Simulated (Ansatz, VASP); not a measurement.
# One calculation of WSe2, two programs

```
W Se
1.0
     3.27918    0.00000    0.00000
    -1.63959    2.83985    0.00000
     0.00000    0.00000    7.00677
W Se
1 2
Direct
  0.00000 0.00000 0.00000
  0.33333 0.66667 0.24044
  0.33333 0.66667 0.75956
```

Alike in both runs: functional PBE; dispersion D3(BJ); k mesh 12 × 12 × 4; occupations gaussian, width 0.02 eV; no spin polarisation.

Ansatz relaxed the structure, and its values are those at the end. VASP's run is a single point on that final structure, the one shown.

```csv
,VASP,Ansatz
version,VASP 6.6.1,Ansatz 0.2.0
potentials or method,"VASP PAW PBE potentials, release 64 (W_sv, Se), cutoff 520 eV","scalar-relativistic, plane waves, PAW"
valence electrons in the cell,26,46
```

|  | VASP | Ansatz | Ansatz less VASP |
| --- | --- | --- | --- |
| gap on the k mesh at the Fermi level (eV) | 1.25 | 1.26 | +0.004 |
| least direct gap on the mesh (eV) | 1.64 | 1.64 | +0.003 |
| pressure (GPa) | 0.3 | 0.0 | -0.30 |
| rms of the force components (eV/Å) | 0.026 | 0.004 | -0.0223 |

VASP's potentials hold 26 valence electrons a cell and Ansatz's 46, so a difference there can come from the potentials and not from the codes.

Spin-orbit coupling is off throughout.
